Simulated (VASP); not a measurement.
# CaO (Fm-3m) in VASP: single point with r2SCAN

Aim: the single point of CaO with r2SCAN.

Everything below comes from runs of VASP 6.6.1. Logs are shortened: lines on timing, memory, paths and dates and some standing lists are left out, and cuts for length are marked.

**1. The cell of the first run**

The structure is cubic, space group Fm-3m (No. 225). Conventional cell: a = 4.898 Å, b = 4.898 Å, c = 4.898 Å, α = 90.00°, β = 90.00°, γ = 90.00°. Ca (site symmetry m-3m) has 6 O at 2.45 Å within 3.2 Å. O (site symmetry m-3m) has 6 Ca at 2.45 Å within 3.2 Å.

**2. Single point, r2SCAN**

The input, POSCAR:

```
CaO
1.0
    0.0000000000      2.4490000000      2.4490000000
    2.4490000000      0.0000000000      2.4490000000
    2.4490000000      2.4490000000      0.0000000000
Ca O
1 1
Direct
    0.0000000000      0.0000000000      0.0000000000
    0.5000000000      0.5000000000      0.5000000000
```

The input, INCAR.step1:

```
SYSTEM = CaO
  ALGO = Normal
  EDIFF = 1E-4
  ENCUT = 520
  GGA = PE
  ISMEAR = 0
  LASPH = .TRUE.
  LCHARG = .FALSE.
  LREAL = .FALSE.
  LWAVE = .TRUE.
  NBANDS = 15
  NELM = 100
  PREC = Accurate
  SIGMA = 0.05
```

The input, INCAR.step2:

```
SYSTEM = CaO
  ALGO = Normal
  EDIFF = 1E-7
  ENCUT = 520
  ISIF = 2
  ISMEAR = 0
  ISTART = 1
  LASPH = .TRUE.
  LCHARG = .FALSE.
  LMIXTAU = .TRUE.
  LREAL = .FALSE.
  LWAVE = .FALSE.
  METAGGA = R2SCAN
  NBANDS = 15
  NELM = 100
  PREC = Accurate
  SIGMA = 0.05
```

The input, KPOINTS:

```
k-points
0
G
  10 10 10
  0 0 0
```

Potentials or basis: VASP PAW PBE potentials, release 64 (Ca_sv, O).

On the command line:

```console
$ cat potpaw_PBE.64/Ca_sv/POTCAR potpaw_PBE.64/O/POTCAR > POTCAR
$ cp INCAR.step1 INCAR
$ mpirun -np 1 vasp_std > vasp.out
$ cp INCAR.step2 INCAR
$ mpirun -np 1 vasp_std > vasp.out
```

OUTCAR:

```text
SYSTEM = CaO
   EDIFF = 1E-7
   ENCUT = 520
   ISIF = 2
   ISMEAR = 0
   ISTART = 1
   LASPH = .TRUE.
   LREAL = .FALSE.
   METAGGA = R2SCAN
   NELM = 100
   PREC = Accurate

 ion  position               nearest neighbor table
   1  0.000  0.000  0.000-   2 2.45   2 2.45   2 2.45   2 2.45   2 2.45   2 2.45
   2  0.500  0.500  0.500-   1 2.45   1 2.45   1 2.45   1 2.45   1 2.45   1 2.45

  LATTYP: Found a face centered cubic cell.
 ALAT       =     4.8980000000

  Lattice vectors:

 A1 = (   0.0000000000,   2.4490000000,   2.4490000000)
 A2 = (   2.4490000000,   0.0000000000,   2.4490000000)
 A3 = (   2.4490000000,   2.4490000000,   0.0000000000)

Analysis of symmetry for initial positions (statically):
=====================================================================
 Subroutine PRICEL returns:
 Original cell was already a primitive cell.

 Routine SETGRP: Setting up the symmetry group for a
 face centered cubic supercell.

 Subroutine GETGRP returns: Found 48 space group operations
 (whereof 48 operations were pure point group operations)
 out of a pool of 48 trial point group operations.

The static configuration has the point symmetry O_h .

Analysis of symmetry for dynamics (positions and initial velocities):
=====================================================================
 Subroutine PRICEL returns:
 Original cell was already a primitive cell.

 Routine SETGRP: Setting up the symmetry group for a
 face centered cubic supercell.

 Subroutine GETGRP returns: Found 48 space group operations
 (whereof 48 operations were pure point group operations)
 out of a pool of 48 trial point group operations.

The dynamic configuration has the point symmetry O_h .

 Subroutine INISYM returns: Found 48 space group operations
 (whereof 48 operations are pure point group operations),
 and found     1 'primitive' translations

----------------------------------------------------------------------------------------

                                     Primitive cell

  volume of cell :      29.3762

  direct lattice vectors                    reciprocal lattice vectors
     0.000000000  2.449000000  2.449000000    -0.204164965  0.204164965  0.204164965
     2.449000000  0.000000000  2.449000000     0.204164965 -0.204164965  0.204164965
     2.449000000  2.449000000  0.000000000     0.204164965  0.204164965 -0.204164965

  length of vectors
     3.463409014  3.463409014  3.463409014     0.353624093  0.353624093  0.353624093

  position of ions in fractional coordinates (direct lattice)
     0.000000000  0.000000000  0.000000000
     0.500000000  0.500000000  0.500000000

  ion indices of the primitive-cell ions
   primitive index   ion index
                 1           1
                 2           2

----------------------------------------------------------------------------------------

 KPOINTS: k-points

Automatic generation of k-mesh.
 Grid dimensions read from file:
 generate k-points for:   10   10   10

 Generating k-lattice:

  Cartesian coordinates                     Fractional coordinates (reciprocal lattice)
    -0.020416497  0.020416497  0.020416497     0.100000000  0.000000000  0.000000000
     0.020416497 -0.020416497  0.020416497     0.000000000  0.100000000  0.000000000
     0.020416497  0.020416497 -0.020416497     0.000000000  0.000000000  0.100000000

  Length of vectors
     0.035362409  0.035362409  0.035362409

  Shift w.r.t. Gamma in fractional coordinates (k-lattice)
     0.000000000  0.000000000  0.000000000

 Subroutine IBZKPT returns following result:
 ===========================================

 Found     47 irreducible k-points:

 Following reciprocal coordinates:
            Coordinates               Weight
  0.000000  0.000000  0.000000      1.000000
  0.100000  0.000000  0.000000      8.000000
  0.200000  0.000000  0.000000      8.000000
  0.300000  0.000000  0.000000      8.000000
  0.400000  0.000000  0.000000      8.000000
  0.500000  0.000000  0.000000      4.000000
[... 16 lines left out ...]
  0.300000  0.300000  0.000000      6.000000
  0.400000  0.300000  0.000000     24.000000
 [... further k-points ...]
   k-points           NKPTS =     47   k-points in BZ     NKDIM =     47   number of bands    NBANDS=     15
   number of dos      NEDOS =    301   number of ions     NIONS =      2
   total plane-waves  NPLWV =  21952
   dimension x,y,z NGX =    28 NGY =   28 NGZ =   28
   dimension x,y,z NGXF=    56 NGYF=   56 NGZF=   56
   ions per type =               1   1
   NGX,Y,Z   is equivalent  to a cutoff of  13.44, 13.44, 13.44 a.u.
   NGXF,Y,Z  is equivalent  to a cutoff of  26.88, 26.88, 26.88 a.u.
 SYSTEM =  CaO
   PREC   = accura    normal or accurate (medium, high low for compatibility)
   ISTART =      1    job   : 0-new  1-cont  2-samecut
   ICHARG =      0    charge: 1-file 2-atom 10-const
   ISPIN  =      1    spin polarized calculation?
   LNONCOLLINEAR =      F non collinear calculations
   LSORBIT =      F    spin-orbit coupling
   LASPH  =      T    aspherical Exc in radial PAW
   ENCUT  =  520.0 eV  38.22 Ry    6.18 a.u.   6.44  6.44  6.44*2*pi/ulx,y,z
   NELM   =    100;   NELMIN=  2; NELMDL=  0     # of ELM steps
   EDIFF  = 0.1E-06   stopping-criterion for ELM
   LREAL  =      F    real-space projection
   EDIFFG = 0.1E-05   stopping-criterion for IOM
   NSW    =      0    number of steps for IOM
   IBRION =     -1    ionic relax: 0-MD 1-quasi-New 2-CG
   NFREE  =      0    steps in history (QN), initial steepest desc. (CG)
   ISIF   =      2    stress and relaxation
   ISYM   =      2    0-nonsym 1-usesym 2-fastsym
   POTIM  = 0.5000    time-step for ionic-motion
   TEBEG  =    0.0;   TEEND  =   0.0 temperature during run
   PSTRESS=    0.0 pullay stress
   NELECT =      16.0000    total number of electrons
   NUPDOWN=      -1.0000    fix difference up-down
   EMIN   =  10.00;   EMAX   =-10.00  energy-range for DOS
   EFERMI =   0.00;   METHOD = LEGACY
   ISMEAR =     0;   SIGMA  =   0.05  broadening in eV -4-tet -1-fermi 0-gaus
   EFERMI_NEDOS =   21; number of points for ismear=-14 and -15
   IALGO  =     38    algorithm
   IMIX   =      4    mixing-type and parameters
     AMIX     =   0.40;   BMIX     =  1.00
     AMIX_MAG =   1.60;   BMIX_MAG =  1.00
  volume/ion in A,a.u.               =      14.69        99.12
  Fermi-wavevector in a.u.,A,eV,Ry     =   1.336953  2.526474 24.319632  1.787443
  Thomas-Fermi vector in A             =   2.465539
   LORBIT       =      0    0 simple, 1 ext, 2 COOP (PROOUT), +10 PAW based schemes
   METAGGA = R2SCAN    functional components
   LHFCALC =     F    Hartree Fock is set to
   AEXX    =    0.0000 exact exchange contribution
   IVDW    =     0    specifies the selected vdW correction
   LEPSILON=     F    determine dielectric tensor
   LRPA    =     F    only Hartree local field effects (RPA)
 non-spin polarized calculation
 Gauss-broadening in eV      SIGMA  =   0.05
  energy-cutoff  :      520.00
  volume of cell :       29.38
 maximum number of plane-waves:       804
 NGX is ok and might be reduce to    28
   NGX = 13   NGY = 13   NGZ = 13

 number of electron      16.0000005 magnetization

 Free energy of the ion-electron system (eV)
  ---------------------------------------------------
  ext. energy  EPLUGINS =         0.00000000
  ---------------------------------------------------
  free energy    TOTEN  =       -19.42675423 eV

  energy without entropy =      -19.42675423  energy(sigma->0) =      -19.42675423

 E-fermi :   2.0828     XC(G=0): -10.7786

 val. band max:        1.7085534397   @ k =   0.0000   0.0000   0.0000
 cond. band min:       5.9035386667   @ k =   0.5000   0.5000   0.0000
 fundamental gap:      4.1949852271
 Fermi energy:         2.0827905066

 k-point     1 :       0.0000    0.0000    0.0000
  band No.  band energies     occupation
      1     -37.5949      2.00000
      2     -17.5219      2.00000
      3     -17.5219      2.00000
      4     -17.5219      2.00000
      5     -14.6572      2.00000
      6       1.7086      2.00000
      7       1.7086      2.00000
      8       1.7086      2.00000
      9       6.6737      0.00000
     10       8.4137      0.00000
     11       8.4137      0.00000
     12       8.4137      0.00000
     13       9.9133      0.00000
     14       9.9133      0.00000
     15      17.1056      0.00000

 k-point     2 :       0.1000    0.0000    0.0000
  band No.  band energies     occupation
      1     -37.5875      2.00000
      2     -17.6397      2.00000
      3     -17.5262      2.00000
      4     -17.5262      2.00000
      5     -14.5329      2.00000
      6       1.3746      2.00000
      7       1.5854      2.00000
      8       1.5854      2.00000
      9       7.1188      0.00000
     10       8.3748      0.00000
     11       8.5768      0.00000
     12       8.5769      0.00000
     13      10.1341      0.00000
     14      10.1341      0.00000
     15      17.4763      0.00000

 k-point     3 :       0.2000    0.0000    0.0000
  band No.  band energies     occupation
      1     -37.5680      2.00000
      2     -17.9111      2.00000
      3     -17.5373      2.00000
      4     -17.5372      2.00000
      5     -14.2413      2.00000
      6       0.6529      2.00000
      7       1.2865      2.00000
      8       1.2865      2.00000
      9       8.1235      0.00000
     10       8.4103      0.00000
     11       9.0276      0.00000
     12       9.0276      0.00000
     13      10.7114      0.00000
     14      10.7114      0.00000
     15      17.9810      0.00000
[... 343 lines left out ...]
 k-point    23 :       0.3000    0.3000    0.0000
  band No.  band energies     occupation
      1     -37.5281      2.00000
      2     -18.0080      2.00000
      3     -17.6440      2.00000
      4     -17.6439      2.00000
      5     -14.2032      2.00000
      6       0.0548      2.00000
      7       1.3727      2.00000
      8       1.3727      2.00000
      9       6.5882      0.00000
     10       9.0733      0.00000
     11      10.6002      0.00000
     12      10.6448      0.00000
     13      10.6449      0.00000
     14      12.4200      0.00000
     15      19.2126      0.00000

 k-point    24 :       0.4000    0.3000    0.0000
  band No.  band energies     occupation
      1     -37.5130      2.00000
      2     -18.0578      2.00000
      3     -17.6845      2.00000
      4     -17.6627      2.00000
      5     -14.2010      2.00000
      6       0.0922      2.00000
      7       1.1758      2.00000
      8       1.2676      2.00000
      9       6.5443      0.00000
     10       9.6489      0.00000
     11      10.8858      0.00000
     12      10.9147      0.00000
     13      11.0632      0.00000
     14      12.8121      0.00000
     15      17.5992      0.00000

 [... further k-points ...]

------------------------ aborting loop because EDIFF is reached ----------------------------------------

  FORCE on cell =-STRESS in cart. coord.  units (eV):
  Direction    XX          YY          ZZ          XY          YZ          ZX
  --------------------------------------------------------------------------------------
  -------------------------------------------------------------------------------------
  Total       -1.0428907     -1.0428907     -1.0428907     -0.0000000      0.0000000      0.0000000
  in kB      -56.8791396    -56.8791396    -56.8791396     -0.0000000      0.0000000      0.0000000
  external PRESSURE =     -56.8791396 kB  Pullay stress =       0.0000000 kB

 VOLUME and BASIS-vectors are now :
 -----------------------------------------------------------------------------
  energy-cutoff  :      520.00
  volume of cell :       29.38
      direct lattice vectors                 reciprocal lattice vectors
     0.000000000  2.449000000  2.449000000    -0.204164965  0.204164965  0.204164965
     2.449000000  0.000000000  2.449000000     0.204164965 -0.204164965  0.204164965
     2.449000000  2.449000000  0.000000000     0.204164965  0.204164965 -0.204164965

 POSITION                                       TOTAL-FORCE (eV/Angst)
 -----------------------------------------------------------------------------------
      0.00000      0.00000      0.00000        -0.000000      0.000000     -0.000000
      2.44900      2.44900      2.44900         0.000000      0.000000      0.000000
 -----------------------------------------------------------------------------------
    total drift:                                0.000000      0.000000      0.000000

  FREE ENERGIE OF THE ION-ELECTRON SYSTEM (eV)
  ---------------------------------------------------
  free  energy   TOTEN  =       -19.4267542257 eV

  energy  without entropy=      -19.4267542257  energy(sigma->0) =      -19.42675423
```

Wall time 1.9 min (1 thread of Intel Xeon 8259CL, shared host); peak memory 0.18 GiB.

Results:

```
Free energy            : -19.4268 eV
Pressure               : -5.7 GPa
Band gap on the k mesh : 4.19 eV (least direct gap 4.58 eV)
```

Caveat: the cell stands under tension; the PAW data sets were made with another functional, which shifts forces and pressure a little.
